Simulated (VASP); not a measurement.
**BaTiO3: relaxation of cell and atoms with PBE+D4**

Crystal: BaTiO3.

```
CELL_PARAMETERS angstrom
3.99980 0.00000 0.00000
0.00000 3.99980 0.00000
0.00000 0.00000 4.01800
ATOMIC_POSITIONS crystal
Ba 0.00000 0.00000 0.00000
Ti 0.50000 0.50000 0.49000
O 0.50000 0.50000 0.01900
O 0.50000 0.00000 0.51700
O 0.00000 0.50000 0.51700
```

```yaml
Program: VASP 6.6.1
Task: relaxation of cell and atoms
Functional: PBE
Dispersion: D4
Potentials_or_basis: VASP PAW PBE potentials, release 64 (Ba_sv, Ti_sv, O)
Cutoff: 600 eV
k_mesh: 4 × 4 × 4
Occupations: gaussian, width 0.01 eV
Spin: no spin polarisation
Dipole_correction: no
Further_INCAR_settings: ALGO = Normal; EDIFF = 1e-06; IBRION = 2; EDIFFG = -0.005; NSW = 80; ISIF = 3
```

| Property | Result |
| --- | --- |
| Relaxed volume | 13.17 Å³/atom |
| Relaxed cell | a = 3.981 Å, b = 3.981 Å, c = 4.154 Å, α = 90.00°, β = 90.00°, γ = 90.00° |
| Space group after relaxing (to 0.05 Å) | P4mm (No. 99) |
| Energy gained by relaxing | 5.7 meV/atom |
| Ionic steps | 29 |
| Pressure after relaxing | 0.0 GPa |
| Largest force after relaxing | 0.004 eV/Å |
| Band gap on the k mesh | 1.79 eV, indirect (least direct gap 2.32 eV) |
| Dispersion energy per atom | -0.211 eV |

Forces in eV/Å, atoms in the order of the input:
```
Ba   0.000  0.000 -0.004
Ti   0.000  0.000  0.001
O    0.000  0.000  0.000
O    0.000  0.000  0.001
O    0.000  0.000  0.001
```

The path:
| step | energy change (eV) | largest force (eV/Å) | pressure (GPa) | volume (Å³) |
| --- | --- | --- | --- | --- |
| 1 | 0.0000 | 0.3290 | 1.20 | 64.28 |
| 2 | -0.0099 | 0.2714 | -0.72 | 65.18 |
| 3 | -0.0106 | 0.2575 | -1.38 | 65.53 |
| 4 | -0.0172 | 0.1604 | -0.78 | 65.48 |
| 5 | -0.0199 | 0.1098 | -0.06 | 65.43 |
| 6 | -0.0230 | 0.1029 | 0.15 | 65.38 |
| 7 | -0.0252 | 0.1043 | 0.45 | 65.32 |
| 8 | -0.0254 | 0.1051 | 0.59 | 65.29 |
| 9 | -0.0270 | 0.1015 | -0.06 | 65.64 |
| 10 | -0.0272 | 0.1342 | -0.45 | 65.84 |
| 11 | -0.0282 | 0.0568 | -0.22 | 65.88 |
| 12 | -0.0283 | 0.0692 | -0.16 | 65.88 |
| 13 | -0.0286 | 0.0368 | 0.06 | 65.80 |
| 14 | -0.0286 | 0.0201 | 0.14 | 65.75 |
| 15 | -0.0287 | 0.0218 | 0.07 | 65.82 |
| 16 | -0.0287 | 0.0257 | -0.02 | 65.83 |
| 17 | -0.0287 | 0.0221 | 0.00 | 65.82 |
| 18 | -0.0287 | 0.0217 | -0.02 | 65.82 |
| 19 | -0.0287 | 0.0064 | 0.06 | 65.81 |
| 20 | -0.0287 | 0.0066 | 0.05 | 65.81 |
| 21 | -0.0287 | 0.0065 | 0.05 | 65.82 |
| 22 | -0.0287 | 0.0059 | 0.01 | 65.84 |
| 23 | -0.0287 | 0.0055 | -0.03 | 65.86 |
| 24 | -0.0287 | 0.0056 | -0.03 | 65.85 |
| 25 | -0.0287 | 0.0058 | -0.02 | 65.85 |
| 26 | -0.0287 | 0.0060 | -0.04 | 65.84 |
| 27 | -0.0287 | 0.0060 | -0.02 | 65.84 |
| 28 | -0.0287 | 0.0066 | -0.02 | 65.84 |
| 29 | -0.0287 | 0.0039 | 0.00 | 65.84 |

Final structure:
```xyz
5
Lattice="3.9811 0.0000 0.0000 0.0000 3.9811 0.0000 0.0000 0.0000 4.1544" Properties=species:S:1:pos:R:3 pbc="T T T"
Ba    0.0000    0.0000    4.1277
Ti    1.9905    1.9905    1.9735
O     1.9905    1.9905    0.1508
O     1.9905    0.0000    2.1563
O     0.0000    1.9905    2.1563
```

Levels at points of the mesh, in eV from the valence-band top:
| k point | band 16 | band 17 | band 18 | band 19 | band 20 | band 21 | band 22 | band 23 | band 24 |
| --- | --- | --- | --- | --- | --- | --- | --- | --- | --- |
| (0.00, 0.00, 0.00) | -1.63 | -1.30 | -0.80 | -0.53 | -0.53 | 1.79 | 2.35 | 2.35 | 4.03 |
| (0.50, 0.00, 0.00) | -1.99 | -1.96 | -1.72 | -1.46 | -1.23 | 2.44 | 3.46 | 3.55 | 4.09 |
| (0.50, 0.50, 0.00) | -2.95 | -1.98 | -1.13 | -1.13 | -0.07 | 3.58 | 3.58 | 3.93 | 4.24 |
| (0.00, 0.00, 0.50) | -2.12 | -2.05 | -2.01 | -0.74 | -0.74 | 1.92 | 3.46 | 3.46 | 4.03 |
| (0.50, 0.00, 0.50) | -2.65 | -1.83 | -1.13 | -1.06 | -0.45 | 3.48 | 3.50 | 3.77 | 4.82 |
| (0.50, 0.50, 0.50) | -2.59 | -2.59 | -0.38 | -0.38 | 0.00 | 4.01 | 4.01 | 4.11 | 6.09 |

Run time: 14 min on 1 thread of AMD EPYC 7R13, on a shared host, peak memory 0.18 GiB.

Caveat: spin-orbit coupling is left out, which moves the levels of the heavy elements. Zero-point motion and thermal expansion aren't in these numbers.
